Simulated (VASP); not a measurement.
# Nb (Im-3m) in VASP: further runs

The runs below take Nb through single point, with PBEsol.

Everything below comes from runs of VASP 6.6.1. Logs are shortened: lines on timing, memory, paths and dates and some standing lists are left out, and cuts for length are marked.

## Step 1: The cell of the first run

The structure is cubic, space group Im-3m (No. 229). Conventional cell: a = 3.206 Å, b = 3.206 Å, c = 3.206 Å, α = 90.00°, β = 90.00°, γ = 90.00°. Within 3.7 Å of Nb (site symmetry m-3m) lie 14 Nb at 2.78 to 3.21 Å.

## Step 2: Single point, PBEsol (volume scaled by 0.94)

INCAR reads:

```
ALGO = Fast ; EDIFF = 1E-6
ENCUT = 520 ; GGA = PS
ISIF = 2 ; ISMEAR = 0
LASPH = T ; LCHARG = F
LREAL = F ; LWAVE = F
NBANDS = 12 ; NELM = 80
PREC = Accurate ; SIGMA = 0.1
```

KPOINTS reads:

```
k-points
0
Gamma
  18 18 18
```

POSCAR reads:

```
Nb
1.0
   -1.6028205812      1.6028205812      1.6028205812
    1.6028205812     -1.6028205812      1.6028205812
    1.6028205812      1.6028205812     -1.6028205812
Nb
1
Direct
    0.0000000000      0.0000000000      0.0000000000
```

Potentials or basis: VASP PAW PBE potentials, release 64 (Nb_sv).

The run is started by

```sh
$ cat potpaw_PBE.64/Nb_sv/POTCAR > POTCAR
$ mpirun -np 1 vasp_std > vasp.out
```

OUTCAR:

```text
EDIFF = 1E-6
   ENCUT = 520
   GGA = PS
   ISIF = 2
   ISMEAR = 0
   LASPH = T
   LREAL = F
   NELM = 80
   PREC = Accurate

 ion  position               nearest neighbor table
   1  0.000  0.000  0.000-

  LATTYP: Found a body centered cubic cell.
 ALAT       =     3.2056411624

  Lattice vectors:

 A1 = (  -1.6028205812,   1.6028205812,   1.6028205812)
 A2 = (   1.6028205812,  -1.6028205812,   1.6028205812)
 A3 = (   1.6028205812,   1.6028205812,  -1.6028205812)

Analysis of symmetry for initial positions (statically):
=====================================================================
 Subroutine PRICEL returns:
 Original cell was already a primitive cell.

 Routine SETGRP: Setting up the symmetry group for a
 body centered cubic supercell.

 Subroutine GETGRP returns: Found 48 space group operations
 (whereof 48 operations were pure point group operations)
 out of a pool of 48 trial point group operations.

The static configuration has the point symmetry O_h .

Analysis of symmetry for dynamics (positions and initial velocities):
=====================================================================
 Subroutine PRICEL returns:
 Original cell was already a primitive cell.

 Routine SETGRP: Setting up the symmetry group for a
 body centered cubic supercell.

 Subroutine GETGRP returns: Found 48 space group operations
 (whereof 48 operations were pure point group operations)
 out of a pool of 48 trial point group operations.

The dynamic configuration has the point symmetry O_h .

 Subroutine INISYM returns: Found 48 space group operations
 (whereof 48 operations are pure point group operations),
 and found     1 'primitive' translations

----------------------------------------------------------------------------------------

                                     Primitive cell

  volume of cell :      16.4708

  direct lattice vectors                    reciprocal lattice vectors
    -1.602820581  1.602820581  1.602820581     0.000000000  0.311950075  0.311950075
     1.602820581 -1.602820581  1.602820581     0.311950075  0.000000000  0.311950075
     1.602820581  1.602820581 -1.602820581     0.311950075  0.311950075  0.000000000

  length of vectors
     2.776166682  2.776166682  2.776166682     0.441164026  0.441164026  0.441164026

  position of ions in fractional coordinates (direct lattice)
     0.000000000  0.000000000  0.000000000

  ion indices of the primitive-cell ions
   primitive index   ion index
                 1           1

----------------------------------------------------------------------------------------

 KPOINTS: k-points

Automatic generation of k-mesh.
 Grid dimensions read from file:
 generate k-points for:   18   18   18

 Generating k-lattice:

  Cartesian coordinates                     Fractional coordinates (reciprocal lattice)
     0.000000000  0.017330560  0.017330560     0.055555556  0.000000000  0.000000000
     0.017330560  0.000000000  0.017330560     0.000000000  0.055555556  0.000000000
     0.017330560  0.017330560  0.000000000     0.000000000  0.000000000  0.055555556

  Length of vectors
     0.024509113  0.024509113  0.024509113

  Shift w.r.t. Gamma in fractional coordinates (k-lattice)
     0.000000000  0.000000000  0.000000000

 Subroutine IBZKPT returns following result:
 ===========================================

 Found    195 irreducible k-points:

 Following reciprocal coordinates:
            Coordinates               Weight
  0.000000  0.000000  0.000000      1.000000
  0.055556  0.000000  0.000000     12.000000
  0.111111  0.000000  0.000000     12.000000
  0.166667  0.000000  0.000000     12.000000
  0.222222  0.000000  0.000000     12.000000
  0.277778  0.000000  0.000000     12.000000
[... 16 lines left out ...]
  0.333333  0.111111  0.000000     48.000000
  0.388889  0.111111  0.000000     48.000000
 [... further k-points ...]
   k-points           NKPTS =    195   k-points in BZ     NKDIM =    195   number of bands    NBANDS=     12
   number of dos      NEDOS =    301   number of ions     NIONS =      1
   total plane-waves  NPLWV =  13824
   dimension x,y,z NGX =    24 NGY =   24 NGZ =   24
   dimension x,y,z NGXF=    48 NGYF=   48 NGZF=   48
   ions per type =               1
   NGX,Y,Z   is equivalent  to a cutoff of  14.37, 14.37, 14.37 a.u.
   NGXF,Y,Z  is equivalent  to a cutoff of  28.74, 28.74, 28.74 a.u.
 SYSTEM =  unknown system
   PREC   = accura    normal or accurate (medium, high low for compatibility)
   ISTART =      0    job   : 0-new  1-cont  2-samecut
   ICHARG =      2    charge: 1-file 2-atom 10-const
   ISPIN  =      1    spin polarized calculation?
   LNONCOLLINEAR =      F non collinear calculations
   LSORBIT =      F    spin-orbit coupling
   LASPH  =      T    aspherical Exc in radial PAW
   ENCUT  =  520.0 eV  38.22 Ry    6.18 a.u.   5.16  5.16  5.16*2*pi/ulx,y,z
   NELM   =     80;   NELMIN=  2; NELMDL= -5     # of ELM steps
   EDIFF  = 0.1E-05   stopping-criterion for ELM
   LREAL  =      F    real-space projection
   EDIFFG = 0.1E-04   stopping-criterion for IOM
   NSW    =      0    number of steps for IOM
   IBRION =     -1    ionic relax: 0-MD 1-quasi-New 2-CG
   NFREE  =      0    steps in history (QN), initial steepest desc. (CG)
   ISIF   =      2    stress and relaxation
   ISYM   =      2    0-nonsym 1-usesym 2-fastsym
   POTIM  = 0.5000    time-step for ionic-motion
   TEBEG  =    0.0;   TEEND  =   0.0 temperature during run
   PSTRESS=    0.0 pullay stress
   NELECT =      13.0000    total number of electrons
   NUPDOWN=      -1.0000    fix difference up-down
   EMIN   =  10.00;   EMAX   =-10.00  energy-range for DOS
   EFERMI =   0.00;   METHOD = LEGACY
   ISMEAR =     0;   SIGMA  =   0.10  broadening in eV -4-tet -1-fermi 0-gaus
   EFERMI_NEDOS =   21; number of points for ismear=-14 and -15
   IALGO  =     68    algorithm
   IMIX   =      4    mixing-type and parameters
     AMIX     =   0.40;   BMIX     =  1.00
     AMIX_MAG =   1.60;   BMIX_MAG =  1.00
  volume/ion in A,a.u.               =      16.47       111.15
  Fermi-wavevector in a.u.,A,eV,Ry     =   1.512926  2.859016 31.142992  2.288945
  Thomas-Fermi vector in A             =   2.622785
   LORBIT       =      0    0 simple, 1 ext, 2 COOP (PROOUT), +10 PAW based schemes
   GGA     = PS    functional components
   LHFCALC =     F    Hartree Fock is set to
   AEXX    =    0.0000 exact exchange contribution
   IVDW    =     0    specifies the selected vdW correction
   LEPSILON=     F    determine dielectric tensor
   LRPA    =     F    only Hartree local field effects (RPA)
 non-spin polarized calculation
 RMM-DIIS sequential band-by-band and
 Gauss-broadening in eV      SIGMA  =   0.10
  energy-cutoff  :      520.00
  volume of cell :       16.47
 maximum number of plane-waves:       466
 NGX is ok and might be reduce to    24
   NGX = 11   NGY = 11   NGZ = 11

 number of electron      12.9999999 magnetization

 Free energy of the ion-electron system (eV)
  ---------------------------------------------------
  ext. energy  EPLUGINS =         0.00000000
  ---------------------------------------------------
  free energy    TOTEN  =       -10.91766347 eV

  energy without entropy =      -10.91036391  energy(sigma->0) =      -10.91401369

 E-fermi :  12.3478     XC(G=0): -13.0997

 val. band max:       12.3475921282   @ k =   0.2778   0.0000   0.0000
 cond. band min:      12.3482526201   @ k =  -0.3333   0.4444   0.1667
 fundamental gap:      0.0006604919
 Fermi energy:        12.3478474067

 k-point     1 :       0.0000    0.0000    0.0000
  band No.  band energies     occupation
      1     -41.8381      2.00000
      2     -16.9289      2.00000
      3     -16.9289      2.00000
      4     -16.9289      2.00000
      5       6.2254      2.00000
      6      12.6689      0.00001
      7      12.6689      0.00001
      8      12.6689      0.00001
      9      15.8873      0.00000
     10      15.8873      0.00000
     11      26.7841      0.00000
     12      26.7841      0.00000

 k-point     2 :       0.0556    0.0000    0.0000
  band No.  band energies     occupation
      1     -41.8277      2.00000
      2     -16.9885      2.00000
      3     -16.9466      2.00000
      4     -16.9295      2.00000
      5       6.3685      2.00000
      6      12.5776      0.00116
      7      12.6479      0.00002
      8      12.8067      0.00000
      9      15.7384      0.00000
     10      15.8857      0.00000
     11      26.9112      0.00000
     12      27.0307      0.00000

 k-point     3 :       0.1111    0.0000    0.0000
  band No.  band energies     occupation
      1     -41.7979      2.00000
      2     -17.1579      2.00000
      3     -16.9971      2.00000
      4     -16.9313      2.00000
      5       6.7755      2.00000
      6      12.3263      1.23898
      7      12.5595      0.00276
      8      13.2152      0.00000
      9      15.4276      0.00000
     10      15.8895      0.00000
     11      27.2273      0.00000
     12      27.7524      0.00000
[... 286 lines left out ...]
 k-point    23 :       0.3333    0.1111    0.0000
  band No.  band energies     occupation
      1     -41.5144      2.00000
      2     -18.4946      2.00000
      3     -17.4847      2.00000
      4     -17.0252      2.00000
      5       8.7941      2.00000
      6      10.6853      2.00000
      7      13.0853      0.00000
      8      15.6728      0.00000
      9      16.8259      0.00000
     10      18.9474      0.00000
     11      25.5492      0.00000
     12      26.8615      0.00000

 k-point    24 :       0.3889    0.1111    0.0000
  band No.  band energies     occupation
      1     -41.4847      2.00000
      2     -18.6178      2.00000
      3     -17.5427      2.00000
      4     -17.0284      2.00000
      5       8.6546      2.00000
      6      10.5510      2.00000
      7      13.7399      0.00000
      8      15.8094      0.00000
      9      17.0665      0.00000
     10      19.8921      0.00000
     11      25.0630      0.00000
     12      25.8767      0.00000

 [... further k-points ...]
[... 5 lines left out ...]
  --------------------------------------------------------------------------------------
  -------------------------------------------------------------------------------------
  Total        1.2371026      1.2371026      1.2371026      0.0000000      0.0000000      0.0000000
  in kB      120.3376608    120.3376608    120.3376608      0.0000000      0.0000000      0.0000000
  external PRESSURE =     120.3376608 kB  Pullay stress =       0.0000000 kB

 VOLUME and BASIS-vectors are now :
 -----------------------------------------------------------------------------
  energy-cutoff  :      520.00
  volume of cell :       16.47
      direct lattice vectors                 reciprocal lattice vectors
    -1.602820581  1.602820581  1.602820581     0.000000000  0.311950075  0.311950075
     1.602820581 -1.602820581  1.602820581     0.311950075  0.000000000  0.311950075
     1.602820581  1.602820581 -1.602820581     0.311950075  0.311950075  0.000000000

 POSITION                                       TOTAL-FORCE (eV/Angst)
 -----------------------------------------------------------------------------------
      0.00000      0.00000      0.00000        -0.000000      0.000000     -0.000000
 -----------------------------------------------------------------------------------
    total drift:                                0.000000      0.000000     -0.000000

  FREE ENERGIE OF THE ION-ELECTRON SYSTEM (eV)
  ---------------------------------------------------
  free  energy   TOTEN  =       -10.9176634671 eV

  energy  without entropy=      -10.9103639084  energy(sigma->0) =      -10.91401369
```

Wall time 53 s (1 thread of Intel Xeon Platinum 8259CL at 2.50GHz (Skylake/Cascade Lake), shared host); peak memory 0.16 GiB.

Results:

* Free energy: -10.9177 eV
* Pressure: 12.0 GPa

Levels at points of the mesh, in eV from the Fermi level:
```tsv
k point	band 4	band 5	band 6	band 7	band 8	band 9
(0.00, 0.00, 0.00)	-29.28	-6.12	0.32	0.32	0.32	3.54
(0.50, 0.00, 0.00)	-29.30	-4.14	-1.96	2.76	3.64	4.40
(0.50, 0.50, 0.50)	-30.49	-4.30	-4.30	6.27	6.27	6.27
```

Caveat: the cell differs from its parent crystal (volume scaled by 0.94); the PAW data sets were made with another functional, which shifts forces and pressure a little.

## Step 3: Single point, PBEsol (volume scaled by 0.97)

INCAR reads:

```
PREC = Accurate
ENCUT = 520
EDIFF = 1E-7
ISMEAR = 0
SIGMA = 0.1
LREAL = False
LASPH = True
NELM = 100
ALGO = Normal
ISIF = 2
LWAVE = False
LCHARG = False
GGA = PS
NBANDS = 12
```

KPOINTS reads:

```
Automatic mesh
0
Gamma
  18 18 18
```

POSCAR reads:

```
Nb
1.0
   -1.6196936167      1.6196936167      1.6196936167
    1.6196936167     -1.6196936167      1.6196936167
    1.6196936167      1.6196936167     -1.6196936167
Nb
1
Direct
    0.0000000000      0.0000000000      0.0000000000
```

Potentials or basis: VASP PAW PBE potentials, release 64 (Nb_sv).

The run is started by

```sh
$ cat potpaw_PBE.64/Nb_sv/POTCAR > POTCAR
$ mpirun -np 1 vasp_std > vasp.out
```

OUTCAR:

```text
PREC = Accurate
   ENCUT = 520
   EDIFF = 1E-7
   ISMEAR = 0
   LREAL = False
   LASPH = True
   NELM = 100
   ISIF = 2
   GGA = PS

 ion  position               nearest neighbor table
   1  0.000  0.000  0.000-

  LATTYP: Found a body centered cubic cell.
 ALAT       =     3.2393872334

  Lattice vectors:

 A1 = (  -1.6196936167,   1.6196936167,   1.6196936167)
 A2 = (   1.6196936167,  -1.6196936167,   1.6196936167)
 A3 = (   1.6196936167,   1.6196936167,  -1.6196936167)

Analysis of symmetry for initial positions (statically):
=====================================================================
 Subroutine PRICEL returns:
 Original cell was already a primitive cell.

 Routine SETGRP: Setting up the symmetry group for a
 body centered cubic supercell.

 Subroutine GETGRP returns: Found 48 space group operations
 (whereof 48 operations were pure point group operations)
 out of a pool of 48 trial point group operations.

The static configuration has the point symmetry O_h .

Analysis of symmetry for dynamics (positions and initial velocities):
=====================================================================
 Subroutine PRICEL returns:
[... 161 lines left out ...]
 Fermi energy:        11.8676005366

 k-point     1 :       0.0000    0.0000    0.0000
  band No.  band energies     occupation
      1     -42.3321      2.00000
      2     -17.5093      2.00000
      3     -17.5093      2.00000
      4     -17.5093      2.00000
      5       5.8017      2.00000
      6      12.2171      0.00000
      7      12.2171      0.00000
      8      12.2171      0.00000
      9      15.3250      0.00000
     10      15.3250      0.00000
     11      26.2391      0.00000
     12      26.2391      0.00000
[... 331 lines left out ...]
 k-point    24 :       0.3889    0.1111    0.0000
  band No.  band energies     occupation
      1     -42.0198      2.00000
      2     -19.0449      2.00000
      3     -18.0691      2.00000
      4     -17.5983      2.00000
      5       8.3081      2.00000
      6      10.1791      2.00000
      7      13.1633      0.00000
      8      15.2338      0.00000
      9      16.4270      0.00000
     10      19.1400      0.00000
     11      24.3717      0.00000
     12      24.9885      0.00000

 [... further k-points ...]
[... 5 lines left out ...]
  --------------------------------------------------------------------------------------
  -------------------------------------------------------------------------------------
  Total        0.5813549      0.5813549      0.5813549     -0.0000000      0.0000000      0.0000000
  in kB       54.8016054     54.8016054     54.8016054     -0.0000000      0.0000000      0.0000000
  external PRESSURE =      54.8016054 kB  Pullay stress =       0.0000000 kB

 VOLUME and BASIS-vectors are now :
 -----------------------------------------------------------------------------
  energy-cutoff  :      520.00
  volume of cell :       17.00
      direct lattice vectors                 reciprocal lattice vectors
    -1.619693617  1.619693617  1.619693617     0.000000000  0.308700358  0.308700358
     1.619693617 -1.619693617  1.619693617     0.308700358  0.000000000  0.308700358
     1.619693617  1.619693617 -1.619693617     0.308700358  0.308700358  0.000000000

 POSITION                                       TOTAL-FORCE (eV/Angst)
 -----------------------------------------------------------------------------------
      0.00000      0.00000      0.00000        -0.000000      0.000000     -0.000000
 -----------------------------------------------------------------------------------
    total drift:                                0.000000      0.000000      0.000000

  FREE ENERGIE OF THE ION-ELECTRON SYSTEM (eV)
  ---------------------------------------------------
  free  energy   TOTEN  =       -10.9467618658 eV

  energy  without entropy=      -10.9392546790  energy(sigma->0) =      -10.94300827
```

Wall time 32 s (1 thread of Intel Xeon Platinum 8259CL at 2.50GHz (Skylake/Cascade Lake), shared host); peak memory 0.16 GiB.

What came out:

```yaml
Free_energy: -10.9468 eV
Pressure: 5.5 GPa
```

Levels at points of the mesh, in eV from the Fermi level:
```tsv
k point	band 4	band 5	band 6	band 7	band 8	band 9
(0.00, 0.00, 0.00)	-29.38	-6.07	0.35	0.35	0.35	3.46
(0.50, 0.00, 0.00)	-29.40	-3.98	-1.84	2.59	3.53	4.27
(0.50, 0.50, 0.50)	-30.49	-4.08	-4.08	6.05	6.05	6.05
```

Caveat: the cell differs from its parent crystal (volume scaled by 0.97); the PAW data sets were made with another functional, which shifts forces and pressure a little.

## Step 4: Single point, PBEsol

This run uses another cell than the first one, of 17.52 Å³/atom, 1.064 times its volume.

INCAR reads:

```
SYSTEM = Nb
PREC = Accurate
ENCUT = 520
EDIFF = 1E-6
ISMEAR = 0
SIGMA = 0.1
LREAL = .False.
LASPH = .True.
NELM = 80
ALGO = Normal
ISIF = 2
LWAVE = .False.
LCHARG = .False.
GGA = PS
NBANDS = 12
```

KPOINTS reads:

```
regular mesh
0
Gamma
  18 18 18
  0 0 0
```

POSCAR reads:

```
Nb
1.0
   -1.6362222442      1.6362222442      1.6362222442
    1.6362222442     -1.6362222442      1.6362222442
    1.6362222442      1.6362222442     -1.6362222442
Nb
1
Direct
    0.0000000000      0.0000000000      0.0000000000
```

The run is started by

```sh
$ cat potpaw_PBE.64/Nb_sv/POTCAR > POTCAR
$ mpirun -np 1 vasp_std > vasp.out
```

It took 28 s on 1 thread of Intel Xeon Platinum 8259CL at 2.50GHz (Skylake/Cascade Lake), shared host; peak memory 0.17 GiB.

The run converged. Its results:

- Free energy: -10.9556 eV
- Pressure: -0.3 GPa

Levels at points of the mesh, in eV from the Fermi level:
```
           k point  band 3  band 4  band 5  band 6  band 7  band 8  band 9  band 10
(0.00, 0.00, 0.00)  -29.47  -29.47   -6.01    0.37    0.37    0.37    3.38     3.38
(0.50, 0.00, 0.00)  -29.94  -29.49   -3.84   -1.73    2.44    3.43    4.13     6.66
(0.50, 0.50, 0.50)  -30.49  -30.49   -3.88   -3.88    5.85    5.85    5.85     9.30
```

Caveat: the PAW data sets were made with another functional, which shifts forces and pressure a little.

## Step 5: Single point, PBEsol (volume scaled by 1.03)

INCAR reads:

```
PREC = Accurate ; ENCUT = 520
EDIFF = 1E-6 ; ISMEAR = 0
SIGMA = 0.1 ; LREAL = False
LASPH = True ; NELM = 60
ALGO = Normal ; ISIF = 2
LWAVE = False ; LCHARG = False
GGA = PS ; NBANDS = 12
```

KPOINTS reads:

```
Automatic mesh
0
Gamma
  18 18 18
```

POSCAR reads:

```
Nb
1.0
   -1.6524235181      1.6524235181      1.6524235181
    1.6524235181     -1.6524235181      1.6524235181
    1.6524235181      1.6524235181     -1.6524235181
Nb
1
Direct
    0.0000000000      0.0000000000      0.0000000000
```

The run is started by

```sh
$ cat potpaw_PBE.64/Nb_sv/POTCAR > POTCAR
$ mpirun -np 1 vasp_std > vasp.out
```

Wall time 25 s (1 thread of Intel Xeon Platinum 8259CL at 2.50GHz (Skylake/Cascade Lake), shared host); peak memory 0.17 GiB.

It converged, with:

- Free energy: -10.9466 eV
- Pressure: -5.3 GPa

Levels at points of the mesh, in eV from the Fermi level:
| k point | band 3 | band 4 | band 5 | band 6 | band 7 | band 8 | band 9 | band 10 |
| --- | --- | --- | --- | --- | --- | --- | --- | --- |
| (0.00, 0.00, 0.00) | -29.57 | -29.57 | -5.95 | 0.39 | 0.39 | 0.39 | 3.29 | 3.29 |
| (0.50, 0.00, 0.00) | -30.00 | -29.59 | -3.71 | -1.64 | 2.29 | 3.32 | 4.01 | 6.42 |
| (0.50, 0.50, 0.50) | -30.50 | -30.50 | -3.70 | -3.70 | 5.64 | 5.64 | 5.64 | 9.05 |

Caveat: the cell differs from its parent crystal (volume scaled by 1.03); the PAW data sets were made with another functional, which shifts forces and pressure a little.

[end of part 1 of 2]
